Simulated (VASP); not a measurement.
Crystal: Rh.

```
Rh
1.0
     0.00000    1.89785    1.89785
     1.89785    0.00000    1.89785
     1.89785    1.89785    0.00000
Rh
1
Direct
  0.00000 0.00000 0.00000
```

Program: VASP 6.6.1. Alike in all runs: task single point; level r2SCAN; potentials or basis VASP PAW PBE potentials, release 64 (Rh_pv); no spin polarisation; cell as given; cutoff (eV) 550; smearing methfessel-paxton 0.1 eV.

**Question.** Order these runs on this cell by their pressure, lowest first.
A. k mesh 3 × 3 × 3
B. k mesh 5 × 5 × 5
C. k mesh 8 × 8 × 8

**Answer.** C (2.8 GPa), B (4.5 GPa), A (27.7 GPa).

Caveats: some runs use coarse meshes; the PAW data sets were made with another functional, which shifts forces and pressure a little.
